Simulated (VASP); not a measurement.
# KF (Fmmm) in VASP: notebook, part 2 of 2

VASP 6.6.1. The steps go on from the part before.

## (3) Single point, LDA (normal strain along x +0.0175, normal strain along z +0.0375)

The input, INCAR:

```
SYSTEM = KF
  PREC = Accurate
  ENCUT = 520
  EDIFF = 1E-6
  ISMEAR = 0
  SIGMA = 0.05
  LREAL = .False.
  LASPH = .True.
  NELM = 80
  ALGO = Normal
  ISIF = 2
  LWAVE = .False.
  LCHARG = .False.
  GGA = CA
  NBANDS = 15
```

The input, KPOINTS:

```
regular mesh
0
Gamma
  8 8 8
  0 0 0
```

The input, POSCAR:

```
KF
1.0
    0.0000000000      2.5817196783      2.6785341662
    2.6268997727      0.0000000000      2.6785341662
    2.6268997727      2.5817196783      0.0000000000
K F
1 1
Direct
    0.0000000000      0.0000000000      0.0000000000
    0.5000000000      0.5000000000      0.5000000000
```

Potentials or basis: VASP PAW LDA potentials, release 64 (K_sv, F).

On the command line:

```sh
> cat potpaw_LDA.64/K_sv/POTCAR potpaw_LDA.64/F/POTCAR > POTCAR
> mpirun -np 1 vasp_std > vasp.out
```

OUTCAR:

```text
SYSTEM = KF
   PREC = Accurate
   ENCUT = 520
   EDIFF = 1E-6
   ISMEAR = 0
   LREAL = .False.
   LASPH = .True.
   NELM = 80
   ISIF = 2
   GGA = CA

 ion  position               nearest neighbor table
   1  0.000  0.000  0.000-   2 2.58   2 2.58   2 2.63   2 2.63   2 2.68   2 2.68
   2  0.500  0.500  0.500-   1 2.58   1 2.58   1 2.63   1 2.63   1 2.68   1 2.68

  LATTYP: Found a face centered orthorhombic cell.
 ALAT       =     5.1634393566
 B/A-ratio  =     1.0175000000
 C/A-ratio  =     1.0375000000

  Lattice vectors:

 A1 = (   2.6268997727,   0.0000000000,  -2.6785341662)
[... 612 lines left out ...]
     13      10.6351      0.00000
     14      10.7007      0.00000
     15      14.8563      0.00000

 [... further k-points ...]
[... 5 lines left out ...]
  --------------------------------------------------------------------------------------
  -------------------------------------------------------------------------------------
  Total       -0.4248309     -0.1575162     -0.6626757      0.0000000      0.0000000      0.0000000
  in kB      -18.7347052     -6.9463418    -29.2234748      0.0000000      0.0000000      0.0000000
  external PRESSURE =     -18.3015073 kB  Pullay stress =       0.0000000 kB

 VOLUME and BASIS-vectors are now :
 -----------------------------------------------------------------------------
  energy-cutoff  :      520.00
  volume of cell :       36.33
      direct lattice vectors                 reciprocal lattice vectors
     0.000000000  2.581719678  2.678534166    -0.190338438  0.193669361  0.186669263
     2.626899773  0.000000000  2.678534166     0.190338438 -0.193669361  0.186669263
     2.626899773  2.581719678  0.000000000     0.190338438  0.193669361 -0.186669263

 POSITION                                       TOTAL-FORCE (eV/Angst)
 -----------------------------------------------------------------------------------
      0.00000      0.00000      0.00000         0.000000     -0.000000      0.000000
      2.62690      2.58172      2.67853         0.000000      0.000000      0.000000
 -----------------------------------------------------------------------------------
    total drift:                                0.000000      0.000000      0.000000

  FREE ENERGIE OF THE ION-ELECTRON SYSTEM (eV)
  ---------------------------------------------------
  free  energy   TOTEN  =        -9.0581985715 eV

  energy  without entropy=       -9.0581985715  energy(sigma->0) =       -9.05819857
```

It took 18 s on 1 thread of Intel Xeon 6975P-C (Granite Rapids), shared host; peak memory 0.17 GiB.

Results:

```
Free energy            : -9.0582 eV
Pressure               : -1.8 GPa
Band gap on the k mesh : 6.00 eV, direct
```

Caveat: the cell differs from its parent crystal (normal strain along x +0.0175, normal strain along z +0.0375). A k mesh can miss the band edges.

## (4) Single point, LDA (normal strain along x -0.0525, normal strain along z -0.0375)

The input, INCAR:

```
PREC = Accurate
ENCUT = 520
EDIFF = 1E-7
ISMEAR = 0
SIGMA = 0.05
LREAL = False
LASPH = True
NELM = 100
ALGO = Normal
ISIF = 2
LWAVE = False
LCHARG = False
NBANDS = 15
```

The input, KPOINTS:

```
Automatic mesh
0
Gamma
  8 8 8
```

The input, POSCAR:

```
KF
1.0
    0.0000000000      2.5817196783      2.4849051904
    2.4461793952      0.0000000000      2.4849051904
    2.4461793952      2.5817196783      0.0000000000
K F
1 1
Direct
    0.0000000000      0.0000000000      0.0000000000
    0.5000000000      0.5000000000      0.5000000000
```

On the command line:

```sh
> cat potpaw_LDA.64/K_sv/POTCAR potpaw_LDA.64/F/POTCAR > POTCAR
> mpirun -np 1 vasp_std > vasp.out
```

Wall time 18 s (1 thread of Intel Xeon 6975P-C (Granite Rapids), shared host); peak memory 0.16 GiB.

Results (log left out):

- Free energy: -8.9988 eV
- Pressure: 5.9 GPa
- Band gap on the k mesh: 6.75 eV, indirect (least direct gap 6.79 eV)

Stress tensor (GPa, compression positive):
```
9.00 0.00 0.00
0.00 2.00 0.00
0.00 0.00 6.57
```

Levels at points of the mesh, in eV from the valence-band top:
```tsv
k point	band 6	band 7	band 8	band 9	band 10	band 11
(0.00, 0.00, 0.00)	-0.22	-0.11	-0.05	6.75	10.64	10.93
(0.50, 0.00, 0.00)	-1.23	-0.72	-0.71	9.43	11.59	12.62
(0.50, 0.50, 0.00)	-0.22	-0.12	0.00	7.81	11.12	12.95
(0.50, 0.00, 0.50)	-0.29	-0.10	-0.02	7.95	11.14	12.61
(0.00, 0.50, 0.50)	-0.21	-0.07	-0.04	7.73	11.14	13.09
```

Caveat: the cell differs from its parent crystal (normal strain along x -0.0525, normal strain along z -0.0375). A k mesh can miss the band edges.

## (5) Single point, LDA (normal strain along x -0.0350, normal strain along z -0.0375)

The input, INCAR:

```
SYSTEM = KF
PREC     = Accurate       ! precision mode
ENCUT    = 520            ! plane-wave cutoff, eV
EDIFF    = 1E-7           ! SCF threshold, eV
ISMEAR   = 0              ! smearing method
SIGMA    = 0.05           ! smearing width, eV
LREAL    = .False.        ! projectors in reciprocal space
LASPH    = .True.         ! aspherical terms in the spheres
NELM     = 60             ! most SCF steps
ALGO     = Normal         ! electronic algorithm
ISIF     = 2              ! what is computed and relaxed
LWAVE    = .False.        ! write WAVECAR
LCHARG   = .True.         ! write CHGCAR
LELF     = .True.         ! ELF
LVHAR    = .True.       
NBANDS   = 15             ! bands
```

The input, KPOINTS:

```
regular mesh
0
Gamma
  8 8 8
  0 0 0
```

The input, POSCAR:

```
KF
1.0
    0.0000000000      2.5817196783      2.4849051904
    2.4913594896      0.0000000000      2.4849051904
    2.4913594896      2.5817196783      0.0000000000
K F
1 1
Direct
    0.0000000000      0.0000000000      0.0000000000
    0.5000000000      0.5000000000      0.5000000000
```

On the command line:

```sh
> cat potpaw_LDA.64/K_sv/POTCAR potpaw_LDA.64/F/POTCAR > POTCAR
> mpirun -np 1 vasp_std > vasp.out
```

Wall time 19 s (1 thread of Intel Xeon 6975P-C (Granite Rapids), shared host); peak memory 0.17 GiB.

It converged, with:

| Quantity | Value |
| --- | --- |
| Free energy | -9.0259 eV |
| Pressure | 4.5 GPa |
| Band gap on the k mesh | 6.70 eV, indirect (least direct gap 6.73 eV) |

Stress tensor (GPa, compression positive):
```
5.69 0.00 0.00
0.00 1.62 0.00
0.00 0.00 6.05
```

Levels at points of the mesh, in eV from the valence-band top:
```tsv
k point	band 4	band 5	band 6	band 7	band 8	band 9	band 10	band 11	band 12	band 13
(0.00, 0.00, 0.00)	-8.59	-8.58	-0.14	-0.04	-0.03	6.70	10.71	10.96	10.98	12.69
(0.50, 0.00, 0.00)	-8.66	-8.60	-1.15	-0.63	-0.63	9.42	11.51	12.63	12.87	15.39
(0.50, 0.50, 0.00)	-9.05	-8.95	-0.14	-0.06	-0.01	7.83	11.08	12.91	14.46	15.14
(0.50, 0.00, 0.50)	-8.95	-8.94	-0.23	-0.03	-0.02	7.98	11.09	12.57	14.47	15.31
(0.00, 0.50, 0.50)	-9.05	-8.95	-0.14	-0.07	0.00	7.84	11.08	12.89	14.46	15.12
```

Caveat: the cell differs from its parent crystal (normal strain along x -0.0350, normal strain along z -0.0375). A k mesh can miss the band edges.

## (6) Overview

| cell | gap on the mesh (eV) | pressure (GPa) |
| --- | --- | --- |
| a = 3.583, b = 3.551, c = 3.619 Å, angles 60.0, 59.1, 61.0°, 2 atoms | 6.59 | 3.3 |
| a = 3.720, b = 3.752, c = 3.683 Å, angles 60.0, 60.9, 59.1°, 2 atoms | 6.00 | -1.8 |
| a = 3.583, b = 3.487, c = 3.557 Å, angles 61.2, 58.5, 60.4°, 2 atoms | 6.75 | 5.9 |
| a = 3.583, b = 3.519, c = 3.588 Å, angles 60.6, 58.8, 60.7°, 2 atoms | 6.70 | 4.5 |

Alike in all rows: task single point; level LDA; potentials or basis VASP PAW LDA potentials, release 64 (K_sv, F); no spin polarisation; k mesh 8 × 8 × 8; cutoff (eV) 520; smearing gaussian 0.05 eV.

Total energies depend on the potentials used, so only differences within one code and one set of settings carry meaning.
